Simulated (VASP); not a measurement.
Wanted: the native input for a VASP 6.6.1 run.

```
Task                   : relaxation of cell and atoms
Functional             : PBE
Potentials or basis    : VASP PAW PBE potentials, release 64 (Ge_d, Mo_sv)
Cutoff                 : 600 eV
k mesh                 : 6 × 6 × 6
Occupations            : gaussian, width 0.1 eV
Spin                   : no spin polarisation
Dipole correction      : no
Further INCAR settings : ALGO = Normal; EDIFF = 1e-07; IBRION = 2; EDIFFG = -0.04; NSW = 90; ISIF = 3
```

The structure of GeMo lies in POSCAR:

```
GeMo
1.0
    0.0000000000      3.1785884524      3.1785884524
    3.1785884524      0.0000000000      3.1785884524
    3.1785884524      3.1785884524      0.0000000000
Ge Mo
2 2
Direct
    0.0000000000      0.0000000000      0.0000000000
    0.2500000000      0.2500000000      0.2500000000
    0.5000000000      0.5000000000      0.5000000000
    0.7500000000      0.7500000000      0.7500000000
```

These files were run (other wordings do the same):

INCAR

```
SYSTEM = GeMo
PREC = Accurate
ENCUT = 600
EDIFF = 1E-7
ISMEAR = 0
SIGMA = 0.1
LREAL = .False.
LASPH = .True.
NELM = 60
ALGO = Normal
ISIF = 3
LWAVE = .False.
LCHARG = .False.
GGA = PE
IBRION = 2
NSW = 90
EDIFFG = -0.04
```

KPOINTS

```
Automatic mesh
0
Gamma
  6 6 6
  0 0 0
```

Potentials or basis: VASP PAW PBE potentials, release 64 (Ge_d, Mo_sv).

The run is started by

```sh
$ cat potpaw_PBE.64/Ge_d/POTCAR potpaw_PBE.64/Mo_sv/POTCAR > POTCAR
$ mpirun -np 1 vasp_std > vasp.out
```

Results of the run:

| Property | Result |
| --- | --- |
| Relaxed volume | 16.12 Å³/atom |
| Relaxed cell | a = 4.501 Å, b = 4.501 Å, c = 4.501 Å, α = 60.00°, β = 60.00°, γ = 60.00° |
| Space group after relaxing (to 0.05 Å) | Fd-3m (No. 227) |
| Energy gained by relaxing | 0.1 meV/atom |
| Ionic steps | 3 |
| Pressure after relaxing | 0.0 GPa |

Wall time 68 s on 1 thread of Intel(R) Xeon(R) Platinum 8488C (Sapphire Rapids), on a shared host, peak memory 0.23 GiB.
